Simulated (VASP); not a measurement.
# Si8HO16 (a cell with a defect) in VASP: relaxation of the atoms with PBE

Aim: the relaxation of the atoms of Si8HO16 (a cell with a defect) with PBE.

Program: VASP 6.6.1. These are calculated values, not measurements. Logs are shortened: lines on timing, memory, paths and dates and some standing lists are left out, and cuts for length are marked.

## Step 1: The cell of the first run

The cell holds a defect, 25 atoms: a = 5.833 Å, b = 5.833 Å, c = 5.295 Å, α = 90.00°, β = 90.00°, γ = 90.00°.

## Step 2: Relaxation of the atoms, PBE

INCAR

```
PREC = Accurate
ENCUT = 520
EDIFF = 1E-6
ISMEAR = 0
SIGMA = 0.05
LREAL = Auto
LASPH = True
NELM = 80
ALGO = Normal
ISIF = 2
LWAVE = False
LCHARG = False
GGA = PE
IBRION = 2
NSW = 80
EDIFFG = -0.03
NELECT = 128.0
```

KPOINTS

```
regular mesh
0
Gamma
  2 2 2
```

POSCAR

```
Si8HO16
1.0
   -4.1246000000     -4.1246000000      0.0000000000
    4.1246000000     -4.1246000000      0.0000000000
    0.0000000000      0.0000000000      5.2948000000
Si O H
8 16 1
Direct
    0.5000000000      0.5000000000      0.0000000000
    0.0000000000      0.5000000000      0.2500000000
    0.5000000000      0.5000000000      0.5000000000
    0.0000000000      0.5000000000      0.7500000000
    0.0000000000      0.0000000000      0.0000000000
    0.5000000000      0.0000000000      0.2500000000
    0.0000000000      0.0000000000      0.5000000000
    0.5000000000      0.0000000000      0.7500000000
    0.1943000000      0.5000000000      0.0000000000
    0.0000000000      0.1943000000      0.2500000000
    0.8057000000      0.5000000000      0.0000000000
    0.0000000000      0.8057000000      0.2500000000
    0.1943000000      0.5000000000      0.5000000000
    0.0000000000      0.1943000000      0.7500000000
    0.8057000000      0.5000000000      0.5000000000
    0.0000000000      0.8057000000      0.7500000000
    0.6943000000      0.0000000000      0.0000000000
    0.5000000000      0.6943000000      0.2500000000
    0.3057000000      0.0000000000      0.0000000000
    0.5000000000      0.3057000000      0.2500000000
    0.6943000000      0.0000000000      0.5000000000
    0.5000000000      0.6943000000      0.7500000000
    0.3057000000      0.0000000000      0.5000000000
    0.5000000000      0.3057000000      0.7500000000
    0.2489946300      0.2530211000      0.6272546800
```

Potentials or basis: VASP PAW PBE potentials, release 64 (Si, O, H).

The run is started by

```console
cat potpaw_PBE.64/Si/POTCAR potpaw_PBE.64/O/POTCAR potpaw_PBE.64/H/POTCAR > POTCAR
mpirun -np 1 vasp_std > vasp.out
```

OUTCAR:

```text
PREC = Accurate
   ENCUT = 520
   EDIFF = 1E-6
   ISMEAR = 0
   LREAL = Auto
   LASPH = True
   NELM = 80
   ISIF = 2
   GGA = PE
   IBRION = 2
   NSW = 80
   EDIFFG = -0.03
   NELECT = 128.0

 ion  position               nearest neighbor table
   1  0.500  0.500  0.000-  18 1.74  20 1.74  22 1.74  24 1.74   9 1.78  11 1.78   3 2.65   3 2.65

   2  0.000  0.500  0.250-   9 1.74  11 1.74  13 1.74  15 1.74  10 1.78  12 1.78   4 2.65   4 2.65

   3  0.500  0.500  0.500-  18 1.74  20 1.74  22 1.74  24 1.74  13 1.78  15 1.78   1 2.65   1 2.65

   4  0.000  0.500  0.750-   9 1.74  11 1.74  13 1.74  15 1.74  14 1.78  16 1.78   2 2.65   2 2.65

   5  0.000  0.000  0.000-  10 1.74  12 1.74  14 1.74  16 1.74  17 1.78  19 1.78   7 2.65   7 2.65

   6  0.500  0.000  0.250-  17 1.74  19 1.74  21 1.74  23 1.74  18 1.78  20 1.78   8 2.65   8 2.65
[... 5 lines left out ...]
   9  0.194  0.500  0.000-   2 1.74   4 1.74   1 1.78
  10  0.000  0.194  0.250-   5 1.74   7 1.74   2 1.78
  11  0.806  0.500  0.000-   2 1.74   4 1.74   1 1.78
  12  0.000  0.806  0.250-   5 1.74   7 1.74   2 1.78
  13  0.194  0.500  0.500-   2 1.74   4 1.74   3 1.78
  14  0.000  0.194  0.750-   5 1.74   7 1.74   4 1.78
[... 8 lines left out ...]
  23  0.306  0.000  0.500-   6 1.74   8 1.74   7 1.78
  24  0.500  0.306  0.750-   1 1.74   3 1.74   8 1.78
  25  0.249  0.253  0.627-

  LATTYP: Found a simple tetragonal cell.
 ALAT       =     5.8330652594
 C/A-ratio  =     0.9077217148

  Lattice vectors:

 A1 = (  -4.1246000000,  -4.1246000000,   0.0000000000)
 A2 = (   4.1246000000,  -4.1246000000,   0.0000000000)
 A3 = (   0.0000000000,   0.0000000000,   5.2948000000)

Analysis of symmetry for initial positions (statically):
=====================================================================
 Subroutine PRICEL returns:
 Original cell was already a primitive cell.

 Routine SETGRP: Setting up the symmetry group for a
 simple tetragonal supercell.

 Subroutine GETGRP returns: Found  1 space group operations
 (whereof  1 operations were pure point group operations)
 out of a pool of 16 trial point group operations.

The static configuration has the point symmetry C_1 .

Analysis of symmetry for dynamics (positions and initial velocities):
=====================================================================
 Subroutine PRICEL returns:
 Original cell was already a primitive cell.

 Routine SETGRP: Setting up the symmetry group for a
 simple tetragonal supercell.

 Subroutine GETGRP returns: Found  1 space group operations
 (whereof  1 operations were pure point group operations)
 out of a pool of 16 trial point group operations.

The dynamic configuration has the point symmetry C_1 .

 Subroutine INISYM returns: Found  1 space group operations
 (whereof  1 operations are pure point group operations),
 and found     1 'primitive' translations

----------------------------------------------------------------------------------------

                                     Primitive cell

  volume of cell :     180.1537

  direct lattice vectors                    reciprocal lattice vectors
    -4.124600000 -4.124600000  0.000000000    -0.121223876 -0.121223876  0.000000000
     4.124600000 -4.124600000  0.000000000     0.121223876 -0.121223876  0.000000000
     0.000000000  0.000000000  5.294800000     0.000000000  0.000000000  0.188864546

  length of vectors
     5.833065259  5.833065259  5.294800000     0.171436450  0.171436450  0.188864546

  position of ions in fractional coordinates (direct lattice)
     0.500000000  0.500000000  0.000000000
     0.000000000  0.500000000  0.250000000
     0.500000000  0.500000000  0.500000000
     0.000000000  0.500000000  0.750000000
     0.000000000  0.000000000  0.000000000
     0.500000000  0.000000000  0.250000000
[... 17 lines left out ...]
     0.500000000  0.305700000  0.750000000
     0.248994630  0.253021100  0.627254680

  ion indices of the primitive-cell ions
   primitive index   ion index
                 1           1
                 2           2
                 3           3
                 4           4
                 5           5
                 6           6
[... 17 lines left out ...]
                24          24
                25          25

----------------------------------------------------------------------------------------

 KPOINTS: regular mesh

Automatic generation of k-mesh.
 Grid dimensions read from file:
 generate k-points for:    2    2    2

 Generating k-lattice:

  Cartesian coordinates                     Fractional coordinates (reciprocal lattice)
    -0.060611938 -0.060611938  0.000000000     0.500000000  0.000000000  0.000000000
     0.060611938 -0.060611938  0.000000000     0.000000000  0.500000000  0.000000000
     0.000000000  0.000000000  0.094432273     0.000000000  0.000000000  0.500000000

  Length of vectors
     0.085718225  0.085718225  0.094432273

  Shift w.r.t. Gamma in fractional coordinates (k-lattice)
     0.000000000  0.000000000  0.000000000

 Subroutine IBZKPT returns following result:
 ===========================================

 Found      8 irreducible k-points:

 Following reciprocal coordinates:
            Coordinates               Weight
  0.000000  0.000000  0.000000      1.000000
  0.500000  0.000000  0.000000      1.000000
  0.000000  0.500000  0.000000      1.000000
  0.500000  0.500000  0.000000      1.000000
  0.000000  0.000000  0.500000      1.000000
  0.500000  0.000000  0.500000      1.000000
  0.000000  0.500000  0.500000      1.000000
  0.500000  0.500000  0.500000      1.000000
   k-points           NKPTS =      8   k-points in BZ     NKDIM =      8   number of bands    NBANDS=     77
   number of dos      NEDOS =    301   number of ions     NIONS =     25
   total plane-waves  NPLWV =  92160
   dimension x,y,z NGX =    48 NGY =   48 NGZ =   40
   dimension x,y,z NGXF=    96 NGYF=   96 NGZF=   80
   ions per type =               8  16   1
   NGX,Y,Z   is equivalent  to a cutoff of  13.68, 13.68, 12.56 a.u.
   NGXF,Y,Z  is equivalent  to a cutoff of  27.36, 27.36, 25.12 a.u.
 SYSTEM =  unknown system
   PREC   = accura    normal or accurate (medium, high low for compatibility)
   ISTART =      0    job   : 0-new  1-cont  2-samecut
   ICHARG =      2    charge: 1-file 2-atom 10-const
   ISPIN  =      1    spin polarized calculation?
   LNONCOLLINEAR =      F non collinear calculations
   LSORBIT =      F    spin-orbit coupling
   LASPH  =      T    aspherical Exc in radial PAW
   ENCUT  =  520.0 eV  38.22 Ry    6.18 a.u.  10.85 10.85  9.84*2*pi/ulx,y,z
   NELM   =     80;   NELMIN=  2; NELMDL= -5     # of ELM steps
   EDIFF  = 0.1E-05   stopping-criterion for ELM
   LREAL  =      T    real-space projection
   EDIFFG = -.3E-01   stopping-criterion for IOM
   NSW    =     80    number of steps for IOM
   IBRION =      2    ionic relax: 0-MD 1-quasi-New 2-CG
   NFREE  =      1    steps in history (QN), initial steepest desc. (CG)
   ISIF   =      2    stress and relaxation
   ISYM   =      2    0-nonsym 1-usesym 2-fastsym
   POTIM  = 0.5000    time-step for ionic-motion
   TEBEG  =    0.0;   TEEND  =   0.0 temperature during run
   PSTRESS=    0.0 pullay stress
   NELECT =     128.0000    total number of electrons
   NUPDOWN=      -1.0000    fix difference up-down
   EMIN   =  10.00;   EMAX   =-10.00  energy-range for DOS
   EFERMI =   0.00;   METHOD = LEGACY
   ISMEAR =     0;   SIGMA  =   0.05  broadening in eV -4-tet -1-fermi 0-gaus
   EFERMI_NEDOS =   21; number of points for ismear=-14 and -15
   IALGO  =     38    algorithm
   IMIX   =      4    mixing-type and parameters
     AMIX     =   0.40;   BMIX     =  1.00
     AMIX_MAG =   1.60;   BMIX_MAG =  1.00
  volume/ion in A,a.u.               =       7.21        48.63
  Fermi-wavevector in a.u.,A,eV,Ry     =   1.460821  2.760552 29.034815  2.133999
  Thomas-Fermi vector in A             =   2.577226
   LORBIT       =      0    0 simple, 1 ext, 2 COOP (PROOUT), +10 PAW based schemes
   GGA     = PE    functional components
   LHFCALC =     F    Hartree Fock is set to
   AEXX    =    0.0000 exact exchange contribution
   IVDW    =     0    specifies the selected vdW correction
   LEPSILON=     F    determine dielectric tensor
   LRPA    =     F    only Hartree local field effects (RPA)
 conjugate gradient relaxation of ions
 non-spin polarized calculation
 Gauss-broadening in eV      SIGMA  =   0.05
  energy-cutoff  :      520.00
  volume of cell :      180.15
 maximum number of plane-waves:      4880
 NGX is ok and might be reduce to    48
   NGX = 21   NGY = 21   NGZ = 19

--------------------------------------- Ionic step        1  -------------------------------------------

 number of electron     127.9999963 magnetization

 Free energy of the ion-electron system (eV)
  ---------------------------------------------------
  ext. energy  EPLUGINS =         0.00000000
  ---------------------------------------------------
  free energy    TOTEN  =      -195.23965244 eV

  energy without entropy =     -195.23965244  energy(sigma->0) =     -195.23965244

------------------------ aborting loop because EDIFF is reached ----------------------------------------

  FORCE on cell =-STRESS in cart. coord.  units (eV):
  Direction    XX          YY          ZZ          XY          YZ          ZX
  --------------------------------------------------------------------------------------
  -------------------------------------------------------------------------------------
  Total       13.0352693     12.8689248     16.8066570     -0.1497010     -0.0489224      0.1309759
  in kB      115.9277375    114.4483705    149.4681604     -1.3313490     -0.4350862      1.1648202
  external PRESSURE =     126.6147561 kB  Pullay stress =       0.0000000 kB
[... 158 lines left out ...]
  FREE ENERGIE OF THE ION-ELECTRON SYSTEM (eV)
  ---------------------------------------------------
  free  energy   TOTEN  =      -195.7466082798 eV

  energy  without entropy=     -195.7466082798  energy(sigma->0) =     -195.74660828

[... ionic steps 4 to 58 ...]

--------------------------------------- Ionic step       59  -------------------------------------------

 number of electron     128.0000010 magnetization

------------------------ aborting loop because EDIFF is reached ----------------------------------------

  FORCE on cell =-STRESS in cart. coord.  units (eV):
  Direction    XX          YY          ZZ          XY          YZ          ZX
  --------------------------------------------------------------------------------------
  -------------------------------------------------------------------------------------
  Total       18.5569113      7.1351132     17.3330337     -5.5942478      0.0152383     -0.0032928
  in kB      165.0338549     63.4553468    154.1494331    -49.7518287      0.1355202     -0.0292845
  external PRESSURE =     127.5462116 kB  Pullay stress =       0.0000000 kB
[... 103 lines left out ...]
  energy  without entropy=     -196.7936108648  energy(sigma->0) =     -196.79361086

--------------------------------------- Ionic step       61  -------------------------------------------

 number of electron     128.0000011 magnetization

 Free energy of the ion-electron system (eV)
  ---------------------------------------------------
  ext. energy  EPLUGINS =         0.00000000
  ---------------------------------------------------
  free energy    TOTEN  =      -196.79368399 eV

  energy without entropy =     -196.79368399  energy(sigma->0) =     -196.79368399

 E-fermi :   8.9198     XC(G=0): -12.4589

 val. band max:        8.6482064028   @ k =   0.0000   0.0000   0.0000
 cond. band min:      14.8772471153   @ k =   0.0000   0.0000   0.0000
 fundamental gap:      6.2290407126
 Fermi energy:         8.9197682637

 k-point     1 :       0.0000    0.0000    0.0000
  band No.  band energies     occupation
      1     -14.4043      2.00000
      2     -12.6861      2.00000
      3     -12.1063      2.00000
      4     -12.0136      2.00000
      5     -11.2935      2.00000
      6     -11.1643      2.00000
[... 621 lines left out ...]
     75      19.5376      0.00000
     76      19.6019      0.00000
 [bands above 76 left out]

------------------------ aborting loop because EDIFF is reached ----------------------------------------

  FORCE on cell =-STRESS in cart. coord.  units (eV):
  Direction    XX          YY          ZZ          XY          YZ          ZX
  --------------------------------------------------------------------------------------
  -------------------------------------------------------------------------------------
  Total       18.5299205      7.2550173     17.3693918     -5.5785736      0.0141843     -0.0004918
  in kB      164.7938148     64.5217004    154.4727804    -49.6124322      0.1261467     -0.0043735
  external PRESSURE =     127.9294319 kB  Pullay stress =       0.0000000 kB
[... 40 lines left out ...]
  FREE ENERGIE OF THE ION-ELECTRON SYSTEM (eV)
  ---------------------------------------------------
  free  energy   TOTEN  =      -196.7936839949 eV

  energy  without entropy=     -196.7936839949  energy(sigma->0) =     -196.79368399

 reached required accuracy - stopping structural energy minimisation
```

It took 63 min on 1 thread of Intel Xeon Platinum 8488C (Sapphire Rapids), shared host; peak memory 0.33 GiB.

Results:

* Free energy: -196.7937 eV
* Energy gained by relaxing: 62.2 meV/atom
* Ionic steps: 61
* Largest force after relaxing: 0.025 eV/Å

Forces in eV/Å, atoms in the order of the input:
```
Si   0.015 -0.006 -0.015
Si   0.000  0.005 -0.004
Si   0.007  0.009  0.013
Si  -0.008 -0.007  0.005
Si  -0.012 -0.005 -0.015
Si  -0.010 -0.009 -0.001
Si   0.009 -0.014  0.018
Si   0.001  0.009  0.008
O   -0.004 -0.007  0.002
O    0.012  0.005  0.003
O    0.015  0.002  0.001
O   -0.005  0.024 -0.002
O   -0.008 -0.009 -0.012
O    0.009  0.012 -0.004
O    0.007  0.003  0.010
O    0.008 -0.021 -0.002
O   -0.012  0.007  0.009
O   -0.007 -0.010 -0.001
O   -0.003 -0.002  0.013
O   -0.007 -0.006  0.007
O   -0.003 -0.005  0.004
O    0.002  0.019 -0.009
O    0.009  0.003 -0.014
O    0.002  0.017  0.001
H   -0.016 -0.012 -0.015
```

Step by step:
| step | energy change (eV) | largest force (eV/Å) | pressure (GPa) |
| --- | --- | --- | --- |
| 1 | 0.0000 | 2.8102 | 12.66 |
| 3 | -0.5070 | 0.9074 | 12.04 |
| 5 | -0.6544 | 0.2813 | 11.46 |
| 7 | -0.6779 | 0.1680 | 11.89 |
| 9 | -0.6837 | 0.1702 | 11.92 |
| 11 | -0.6916 | 0.2467 | 11.80 |
| 13 | -0.7081 | 0.3630 | 11.87 |
| 15 | -0.7186 | 0.4545 | 12.03 |
| 17 | -0.7265 | 0.4141 | 12.07 |
| 19 | -0.7271 | 0.4143 | 12.09 |
| 21 | -0.7459 | 0.4503 | 12.02 |
| 23 | -0.7505 | 0.7061 | 11.82 |
| 25 | -0.7734 | 0.5830 | 11.87 |
| 27 | -0.8344 | 0.9207 | 11.78 |
| 29 | -0.8665 | 1.3200 | 11.74 |
| 31 | -0.9227 | 1.4983 | 11.76 |
| 33 | -1.0225 | 1.5827 | 11.80 |
| 35 | -1.1229 | 1.7803 | 12.33 |
| 37 | -1.2353 | 1.2084 | 12.03 |
| 39 | -1.3446 | 0.6610 | 12.19 |
| 41 | -1.4417 | 0.4701 | 11.90 |
| 43 | -1.4762 | 0.3637 | 11.96 |
| 45 | -1.5053 | 0.3721 | 12.07 |
| 47 | -1.5216 | 0.2266 | 12.20 |
| 49 | -1.5353 | 0.1755 | 12.25 |
| 51 | -1.5425 | 0.1517 | 12.44 |
| 53 | -1.5469 | 0.1421 | 12.58 |
| 55 | -1.5513 | 0.0899 | 12.68 |
| 57 | -1.5527 | 0.0601 | 12.70 |
| 59 | -1.5537 | 0.0546 | 12.75 |
| 61 | -1.5540 | 0.0249 | 12.79 |

Final structure:
```cif
data_structure
_symmetry_space_group_name_H-M 'P 1'
_symmetry_Int_Tables_number 1
_cell_length_a 5.8331
_cell_length_b 5.8331
_cell_length_c 5.2948
_cell_angle_alpha 90.000
_cell_angle_beta 90.000
_cell_angle_gamma 90.000
_cell_volume 180.15
loop_
_atom_site_label
_atom_site_type_symbol
_atom_site_fract_x
_atom_site_fract_y
_atom_site_fract_z
_atom_site_occupancy
Si1 Si 0.49869 0.50202 0.99727 1
Si2 Si 0.99924 0.49548 0.24509 1
Si3 Si 0.49867 0.50223 0.49288 1
Si4 Si 0.99336 0.52183 0.74506 1
Si5 Si 0.00265 0.99406 0.00345 1
Si6 Si 0.50352 0.00280 0.24498 1
Si7 Si 0.00285 0.99388 0.48673 1
Si8 Si 0.50786 0.99203 0.74495 1
O1 O 0.19334 0.51063 0.99406 1
O2 O 0.00996 0.19369 0.24512 1
O3 O 0.80320 0.49045 0.99216 1
O4 O 0.99259 0.79973 0.24502 1
O5 O 0.19330 0.51073 0.49617 1
O6 O 0.03458 0.20300 0.74515 1
O7 O 0.80316 0.49066 0.49792 1
O8 O 0.99368 0.81345 0.74515 1
O9 O 0.70211 0.01192 0.99231 1
O10 O 0.50958 0.69865 0.24501 1
O11 O 0.30716 0.99116 0.99507 1
O12 O 0.49273 0.30570 0.24507 1
O13 O 0.70218 0.01162 0.49762 1
O14 O 0.50898 0.69388 0.74517 1
O15 O 0.30725 0.99100 0.49496 1
O16 O 0.47920 0.30116 0.74498 1
H1 H 0.20916 0.23125 0.74590 1
```

Caveat: the k points lie up to 0.59 Å⁻¹ apart; the cell carries a net charge on a neutralising background, which shifts energy and pressure; the cell is charged against a uniform background, so pressure and absolute levels hang on convention.
